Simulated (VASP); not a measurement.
Crystal: Os.

```
Os
1.0
     2.55762    0.00000    0.00000
     0.00000    2.55762    0.00000
     0.00000    0.00000    2.55762
Os
1
Cartesian
  0.0000 0.0000 0.0000
```

Base run:

| Property | Result |
| --- | --- |
| Program | VASP 6.6.1 |
| Functional | PBE |
| Potentials or basis | VASP PAW PBE potentials, release 64 (Os) |
| Cutoff | 520 eV |
| k mesh | 20 × 20 × 20 |
| Occupations | fermi-dirac, width 0.1 eV |
| Spin | no spin polarisation |

Its results: band gap on the k mesh zero (band 4 reaches 12.03 eV, above the bottom of band 5 at 6.04 eV); pressure -0.3 GPa.

Q: The run is repeated on the same cell with these changes: k mesh from 20 × 20 × 20 to 14 × 14 × 14. What comes out?

A: Band gap on the k mesh zero (band 4 reaches 12.04 eV, above the bottom of band 5 at 6.20 eV); pressure 0.1 GPa.

Caveats: spin-orbit coupling is left out, which moves the levels of the heavy elements.
